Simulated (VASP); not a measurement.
Crystal: SiC.

```
Si C
1.0
     2.93295    0.00000    0.00000
    -1.46648    2.54001    0.00000
     0.00000    0.00000    5.01065
Si C
2 2
Direct
  0.33333 0.66667 0.00460
  0.66667 0.33333 0.50460
  0.33333 0.66667 0.38040
  0.66667 0.33333 0.88040
```

* Program: VASP 6.6.1
* Task: relaxation of the atoms
* Functional: LDA
* Potentials or basis: VASP PAW LDA potentials, release 64 (Si, C)
* Cutoff: 520 eV
* k mesh: 12 × 12 × 6
* Occupations: gaussian, width 0.05 eV
* Spin: no spin polarisation

At the start: pressure 23.8 GPa; volume 9.33 Å³/atom.

Question: Where does the relaxation end?

Answer: Over 3 steps the energy falls by 4.1 meV/atom; space group P6_3mc (No. 186, to 0.1 Å) before and after.

Step by step:
```
step  energy change (eV)  largest force (eV/Å)  pressure (GPa)
   1              0.0000                0.5721           23.82
   2              0.0001                0.6200           22.88
   3             -0.0164                0.0012           23.23
```

Final structure:
```yaml
crystal:
  lattice:
    - [2.93295, 0.00000, 0.00000]
    - [-1.46648, 2.54001, 0.00000]
    - [0.00000, 0.00000, 5.01065]
  atoms:
    - { symbol: Si, position: [0.33333, 0.66667, 0.00741] }
    - { symbol: Si, position: [0.66667, 0.33333, 0.50741] }
    - { symbol: C, position: [0.33333, 0.66667, 0.37759] }
    - { symbol: C, position: [0.66667, 0.33333, 0.87759] }
```
